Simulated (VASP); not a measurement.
Al, 2 atoms in the cell. The cell holds a slab with vacuum, 2 atoms: a = 2.864 Å, b = 2.864 Å, c = 16.338 Å, α = 90.00°, β = 90.00°, γ = 60.00°. 

| Property | Result |
| --- | --- |
| Program | VASP 6.6.1 |
| Task | single point |
| Functional | PBE |
| Potentials or basis | VASP PAW PBE potentials, release 64 (Al) |
| Cutoff | 400 eV |
| k mesh | 8 × 8 × 1 |
| Occupations | methfessel-paxton, width 0.05 eV |
| Spin | no spin polarisation |
| Dipole correction | yes |
| Further INCAR settings | ALGO = Normal; EDIFF = 1e-06; NBANDS = 10; NELMDL = -8 |

Potentials or basis: VASP PAW PBE potentials, release 64 (Al).

Launch:

```sh
$ cat potpaw_PBE.64/Al/POTCAR > POTCAR
$ mpirun -np 1 vasp_std > vasp.out
```

Hardware: 1 thread of Intel(R) Xeon(R) 6975P-C (Granite Rapids), with other jobs on the host.

Task: How long does it take, and how much memory?

Result: It took 8.4 s on 1 thread of Intel(R) Xeon(R) 6975P-C (Granite Rapids), on a shared host, peak memory 0.18 GiB. Counts: scf iterations 22, k points 10.
